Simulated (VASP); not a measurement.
# NaF in VASP: a series of runs

NaF is run at these levels: PBE; tasks: single point.

All numbers are computed with VASP 6.6.1; they aren't measurements. Logs are shortened: lines on timing, memory, paths and dates and some standing lists are left out, and cuts for length are marked.

## 1. The cell of the first run

The cell holds a wire with vacuum, 2 atoms: a = 9.000 Å, b = 9.300 Å, c = 4.130 Å, α = 90.00°, β = 90.00°, γ = 90.00°.

## 2. Single point, PBE, collinear spin, ferromagnetic start

File INCAR:

```
PREC = Accurate
ENCUT = 520
EDIFF = 1E-6
ISMEAR = 0
SIGMA = 0.05
LREAL = F
LASPH = T
NELM = 150
ALGO = Normal
ISIF = 2
LWAVE = F
LCHARG = T
ISPIN = 2
MAGMOM = 0.5 0.5
LORBIT = 11
GGA = PE
LELF = T
LVHAR = T
NBANDS = 18
```

File KPOINTS:

```
regular mesh
0
Gamma
  1 1 15
```

File POSCAR:

```
NaF
1.0
    9.0000000000      0.0000000000      0.0000000000
    0.0000000000      9.3000000000      0.0000000000
    0.0000000000      0.0000000000      4.1304412321
Na F
1 1
Direct
    0.5000000000      0.5000000000      0.0000000000
    0.5000000000      0.5000000000      0.5000000000
```

Potentials or basis: VASP PAW PBE potentials, release 64 (Na_pv, F).

On the command line:

```
> cat potpaw_PBE.64/Na_pv/POTCAR potpaw_PBE.64/F/POTCAR > POTCAR
> mpirun -np 1 vasp_std > vasp.out
```

OUTCAR:

```text
PREC = Accurate
   ENCUT = 520
   EDIFF = 1E-6
   ISMEAR = 0
   LREAL = F
   LASPH = T
   NELM = 150
   ISIF = 2
   ISPIN = 2
   LORBIT = 11
   GGA = PE

 ion  position               nearest neighbor table
   1  0.500  0.500  0.000-   2 2.07   2 2.07
   2  0.500  0.500  0.500-   1 2.07   1 2.07

  LATTYP: Found a simple orthorhombic cell.
 ALAT       =     4.1304412321
 B/A-ratio  =     2.1789439661
 C/A-ratio  =     2.2515754316

  Lattice vectors:

 A1 = (   0.0000000000,   0.0000000000,   4.1304412321)
 A2 = (   9.0000000000,   0.0000000000,   0.0000000000)
 A3 = (   0.0000000000,   9.3000000000,   0.0000000000)

Analysis of symmetry for initial positions (statically):
=====================================================================
 Subroutine PRICEL returns:
 Original cell was already a primitive cell.

 Routine SETGRP: Setting up the symmetry group for a
 simple orthorhombic supercell.

 Subroutine GETGRP returns: Found  8 space group operations
 (whereof  8 operations were pure point group operations)
 out of a pool of  8 trial point group operations.

The static configuration has the point symmetry D_2h.

Analysis of symmetry for dynamics (positions and initial velocities):
=====================================================================
 Subroutine PRICEL returns:
 Original cell was already a primitive cell.

 Routine SETGRP: Setting up the symmetry group for a
 simple orthorhombic supercell.

 Subroutine GETGRP returns: Found  8 space group operations
 (whereof  8 operations were pure point group operations)
 out of a pool of  8 trial point group operations.

The dynamic configuration has the point symmetry D_2h.

Analysis of structural, dynamic, and magnetic symmetry:
=====================================================================
 Subroutine PRICEL returns:
 Original cell was already a primitive cell.

 Routine SETGRP: Setting up the symmetry group for a
 simple orthorhombic supercell.

 Subroutine GETGRP returns: Found  8 space group operations
 (whereof  8 operations were pure point group operations)
 out of a pool of  8 trial point group operations.

The overall configuration has the point symmetry D_2h.

 Subroutine INISYM returns: Found  8 space group operations
 (whereof  8 operations are pure point group operations),
 and found     1 'primitive' translations

----------------------------------------------------------------------------------------

                                     Primitive cell

  volume of cell :     345.7179

  direct lattice vectors                    reciprocal lattice vectors
     9.000000000  0.000000000  0.000000000     0.111111111  0.000000000  0.000000000
     0.000000000  9.300000000  0.000000000     0.000000000  0.107526882  0.000000000
     0.000000000  0.000000000  4.130441232     0.000000000  0.000000000  0.242104885

  length of vectors
     9.000000000  9.300000000  4.130441232     0.111111111  0.107526882  0.242104885

  position of ions in fractional coordinates (direct lattice)
     0.500000000  0.500000000  0.000000000
     0.500000000  0.500000000  0.500000000

  ion indices of the primitive-cell ions
   primitive index   ion index
                 1           1
                 2           2

----------------------------------------------------------------------------------------

 KPOINTS: regular mesh

Automatic generation of k-mesh.
 Grid dimensions read from file:
 generate k-points for:    1    1   15

 Generating k-lattice:

  Cartesian coordinates                     Fractional coordinates (reciprocal lattice)
     0.111111111  0.000000000  0.000000000     1.000000000  0.000000000  0.000000000
     0.000000000  0.107526882  0.000000000     0.000000000  1.000000000  0.000000000
     0.000000000  0.000000000  0.016140326     0.000000000  0.000000000  0.066666667

  Length of vectors
     0.111111111  0.107526882  0.016140326

  Shift w.r.t. Gamma in fractional coordinates (k-lattice)
     0.000000000  0.000000000  0.000000000

 Subroutine IBZKPT returns following result:
 ===========================================

 Found      8 irreducible k-points:

 Following reciprocal coordinates:
            Coordinates               Weight
  0.000000  0.000000  0.000000      1.000000
  0.000000  0.000000  0.066667      2.000000
  0.000000  0.000000  0.133333      2.000000
  0.000000  0.000000  0.200000      2.000000
  0.000000  0.000000  0.266667      2.000000
  0.000000  0.000000  0.333333      2.000000
  0.000000  0.000000  0.400000      2.000000
  0.000000  0.000000  0.466667      2.000000
   k-points           NKPTS =      8   k-points in BZ     NKDIM =      8   number of bands    NBANDS=     18
   number of dos      NEDOS =    301   number of ions     NIONS =      2
   total plane-waves  NPLWV = 156800
   dimension x,y,z NGX =    70 NGY =   70 NGZ =   32
   dimension x,y,z NGXF=   140 NGYF=  140 NGZF=   64
   ions per type =               1   1
   NGX,Y,Z   is equivalent  to a cutoff of  12.93, 12.51, 12.88 a.u.
   NGXF,Y,Z  is equivalent  to a cutoff of  25.86, 25.03, 25.76 a.u.
 SYSTEM =  unknown system
   PREC   = accura    normal or accurate (medium, high low for compatibility)
   ISTART =      0    job   : 0-new  1-cont  2-samecut
   ICHARG =      2    charge: 1-file 2-atom 10-const
   ISPIN  =      2    spin polarized calculation?
   LNONCOLLINEAR =      F non collinear calculations
   LSORBIT =      F    spin-orbit coupling
   LASPH  =      T    aspherical Exc in radial PAW
   ENCUT  =  520.0 eV  38.22 Ry    6.18 a.u.  16.73 17.29  7.68*2*pi/ulx,y,z
   NELM   =    150;   NELMIN=  2; NELMDL= -5     # of ELM steps
   EDIFF  = 0.1E-05   stopping-criterion for ELM
   LREAL  =      F    real-space projection
   EDIFFG = 0.1E-04   stopping-criterion for IOM
   NSW    =      0    number of steps for IOM
   IBRION =     -1    ionic relax: 0-MD 1-quasi-New 2-CG
   NFREE  =      0    steps in history (QN), initial steepest desc. (CG)
   ISIF   =      2    stress and relaxation
   ISYM   =      2    0-nonsym 1-usesym 2-fastsym
   POTIM  = 0.5000    time-step for ionic-motion
   TEBEG  =    0.0;   TEEND  =   0.0 temperature during run
   PSTRESS=    0.0 pullay stress
   NELECT =      14.0000    total number of electrons
   NUPDOWN=      -1.0000    fix difference up-down
   EMIN   =  10.00;   EMAX   =-10.00  energy-range for DOS
   EFERMI =   0.00;   METHOD = LEGACY
   ISMEAR =     0;   SIGMA  =   0.05  broadening in eV -4-tet -1-fermi 0-gaus
   EFERMI_NEDOS =   21; number of points for ismear=-14 and -15
   IALGO  =     38    algorithm
   IMIX   =      4    mixing-type and parameters
     AMIX     =   0.40;   BMIX     =  1.00
     AMIX_MAG =   1.60;   BMIX_MAG =  1.00
  volume/ion in A,a.u.               =     172.86      1166.51
  Fermi-wavevector in a.u.,A,eV,Ry     =   0.562182  1.062370  4.300101  0.316049
  Thomas-Fermi vector in A             =   1.598793
   LORBIT       =     11    0 simple, 1 ext, 2 COOP (PROOUT), +10 PAW based schemes
   GGA     = PE    functional components
   LHFCALC =     F    Hartree Fock is set to
   AEXX    =    0.0000 exact exchange contribution
   IVDW    =     0    specifies the selected vdW correction
   LEPSILON=     F    determine dielectric tensor
   LRPA    =     F    only Hartree local field effects (RPA)
 spin polarized calculation
 Gauss-broadening in eV      SIGMA  =   0.05
  energy-cutoff  :      520.00
  volume of cell :      345.72
 maximum number of plane-waves:      9341
 NGX is ok and might be reduce to    70
   NGX = 33   NGY = 35   NGZ = 15

 number of electron      14.0000008 magnetization      -0.0000208

 number of electron      14.0000008 magnetization       0.0000117

 Free energy of the ion-electron system (eV)
  ---------------------------------------------------
  ext. energy  EPLUGINS =         0.00000000
  ---------------------------------------------------
  free energy    TOTEN  =        -7.55584237 eV

  energy without entropy =       -7.55584237  energy(sigma->0) =       -7.55584237

 E-fermi :  -5.7714     XC(G=0):  -1.4660

 val. band max:       -6.1041666745   @ k =   0.0000   0.0000   0.4667
 cond. band min:      -0.9074569178   @ k =   0.0000   0.0000   0.0000
 fundamental gap:      5.1967097567
 Fermi energy:        -5.7713649514

 spin component 1

 k-point     1 :       0.0000    0.0000    0.0000
  band No.  band energies     occupation
      1     -26.5819      1.00000
      2     -26.5819      1.00000
      3     -26.3714      1.00000
      4     -24.6261      1.00000
      5      -6.3036      1.00000
      6      -6.1190      1.00000
[... 10 lines left out ...]
     17       5.8514      0.00000
     18       6.1850      0.00000
[... 127 lines left out ...]
 k-point     8 :       0.0000    0.0000    0.4667
  band No.  band energies     occupation
      1     -26.7047      1.00000
      2     -26.5805      1.00000
      3     -26.5805      1.00000
      4     -24.1734      1.00000
      5      -6.7699      1.00000
      6      -6.1042      1.00000
[... 10 lines left out ...]
     17       4.1268      0.00000
     18       4.6493      0.00000
 Fermi energy:        -5.7713649514

 spin component 2

 k-point     1 :       0.0000    0.0000    0.0000
  band No.  band energies     occupation
      1     -26.5819      1.00000
      2     -26.5819      1.00000
      3     -26.3714      1.00000
      4     -24.6261      1.00000
      5      -6.3036      1.00000
      6      -6.1190      1.00000
[... 10 lines left out ...]
     17       5.8395      0.00000
     18       6.1784      0.00000
[... 127 lines left out ...]
 k-point     8 :       0.0000    0.0000    0.4667
  band No.  band energies     occupation
      1     -26.7047      1.00000
      2     -26.5805      1.00000
      3     -26.5805      1.00000
      4     -24.1733      1.00000
      5      -6.7699      1.00000
      6      -6.1042      1.00000
[... 10 lines left out ...]
     17       4.0877      0.00000
     18       4.6447      0.00000

------------------------ aborting loop because EDIFF is reached ----------------------------------------

  FORCE on cell =-STRESS in cart. coord.  units (eV):
  Direction    XX          YY          ZZ          XY          YZ          ZX
  --------------------------------------------------------------------------------------
  -------------------------------------------------------------------------------------
  Total       -0.0387719     -0.0408537      0.0935832      0.0000000      0.0000000     -0.0000000
  in kB       -0.1796823     -0.1893303      0.4336971      0.0000000      0.0000000     -0.0000000
  external PRESSURE =       0.0215615 kB  Pullay stress =       0.0000000 kB

 VOLUME and BASIS-vectors are now :
 -----------------------------------------------------------------------------
  energy-cutoff  :      520.00
  volume of cell :      345.72
      direct lattice vectors                 reciprocal lattice vectors
     9.000000000  0.000000000  0.000000000     0.111111111  0.000000000  0.000000000
     0.000000000  9.300000000  0.000000000     0.000000000  0.107526882  0.000000000
     0.000000000  0.000000000  4.130441232     0.000000000  0.000000000  0.242104885

 POSITION                                       TOTAL-FORCE (eV/Angst)
 -----------------------------------------------------------------------------------
      4.50000      4.65000      0.00000         0.000000      0.000000      0.000000
      4.50000      4.65000      2.06522         0.000000      0.000000      0.000000
 -----------------------------------------------------------------------------------
    total drift:                                0.000000      0.000000      0.000000

  FREE ENERGIE OF THE ION-ELECTRON SYSTEM (eV)
  ---------------------------------------------------
  free  energy   TOTEN  =        -7.5558423703 eV

  energy  without entropy=       -7.5558423703  energy(sigma->0) =       -7.55584237

 total charge

# of ion       s       p       d       tot
------------------------------------------
    1        0.050   5.990   0.000   6.040
    2        1.730   4.355   0.000   6.085
--------------------------------------------------
tot          1.780  10.345   0.000  12.125

 magnetization (x)

# of ion       s       p       d       tot
------------------------------------------
    1        0.000  -0.000   0.000   0.000
    2       -0.000  -0.000   0.000  -0.000
--------------------------------------------------
tot         -0.000  -0.000   0.000  -0.000
```

Wall time 4.1 min (1 thread of Oxide Virtual Turin-like, shared host); peak memory 0.49 GiB.

What came out:

| Quantity | Value |
| --- | --- |
| Free energy | -7.5558 eV |
| Band gap on the k mesh | 5.20 eV, indirect (least direct gap 5.21 eV) |
| Net moment | 0.00 μB per cell |
| Valence electrons inside the program's atomic spheres | Na 6.04; F 6.08 |

## 3. Single point, PBE, collinear spin, ferromagnetic start

This run uses another cell than the first one, of 177.01 Å³/atom, 1.024 times its volume.

File INCAR:

```
  PREC = Accurate
  ENCUT = 520
  EDIFF = 1E-7
  ISMEAR = 0
  SIGMA = 0.05
  LREAL = False
  LASPH = True
  NELM = 150
  ALGO = Normal
  ISIF = 2
  LWAVE = False
  LCHARG = True
  ISPIN = 2
  MAGMOM = 0.5 0.5
  LORBIT = 11
  GGA = PE
  LELF = True
  LVHAR = True
  NBANDS = 18
```

File KPOINTS:

```
Automatic mesh
0
Gamma
  1 1 15
```

Edit POSCAR of step 2 so:

```diff
@@ -4,3 +4,3 @@
     0.0000000000      9.3000000000      0.0000000000
-    0.0000000000      0.0000000000      4.1304412321
+    0.0000000000      0.0000000000      4.2295389033
 Na F
```

Potentials or basis: VASP PAW PBE potentials, release 64 (Na_pv, F).

On the command line:

```
> cat potpaw_PBE.64/Na_pv/POTCAR potpaw_PBE.64/F/POTCAR > POTCAR
> mpirun -np 1 vasp_std > vasp.out
```

Wall time 4.5 min (1 thread of Oxide Virtual Turin-like, shared host); peak memory 0.5 GiB.

Results (log left out):

* Free energy: -7.5446 eV
* Band gap on the k mesh: 5.08 eV, indirect (least direct gap 5.10 eV)
* Net moment: 0.00 μB per cell
* Valence electrons inside the program's atomic spheres: Na 6.03; F 6.08

Levels at points of the mesh, in eV from the valence-band top:
Spin up:
```
           k point  band 5  band 6  band 7  band 8  band 9  band 10
(0.00, 0.00, 0.00)   -0.26   -0.02   -0.02    5.08    6.96     7.05
```
Spin down:
```csv
k point,band 4,band 5,band 6,band 7,band 8,band 9,band 10,band 11
"(0.00, 0.00, 0.00)",-18.52,-0.26,-0.02,-0.02,5.08,6.96,7.05,7.28
```
